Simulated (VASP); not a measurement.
## Ni: single point with PBE+U

The system is Ni.

```
Ni
1.0
     0.00000    1.76987    1.76987
     1.76987    0.00000    1.76987
     1.76987    1.76987    0.00000
Ni
1
Direct
  0.00000 0.00000 0.00000
```

| Property | Result |
| --- | --- |
| Program | VASP 6.6.1 |
| Task | single point |
| Functional | PBE |
| Potentials or basis | VASP PAW PBE potentials, release 64 (Ni) |
| Cutoff | 520 eV |
| k mesh | 12 × 12 × 12 |
| Occupations | fermi-dirac, width 0.05 eV |
| Spin | collinear spin, zero start |
| Starting moments | [0.0] μB |
| Fixed moment | 0 μB |
| Hubbard terms | Ni d U = 6.2 eV |

```json
{"Pressure": "-17.6 GPa", "Net moment": "0.00 μB per cell", "Valence electrons inside the program's atomic spheres": "Ni 9.45"}
```

Eigenvalues of the final occupation matrices:
| site | spin | trace | eigenvalues |
| --- | --- | --- | --- |
| site 1 d | 1 | 4.33 | 0.83 0.83 0.83 0.92 0.92 |
| site 1 d | 2 | 4.33 | 0.83 0.83 0.83 0.92 0.92 |

Run time: 38 s on 1 thread of AMD EPYC 7R43 64-Core Processor (Zen 3) (shared host), peak memory 0.1 GiB.

Caveat: the total moment is fixed, so each spin has its own Fermi level; the U is typed as a test and isn't derived for this compound.
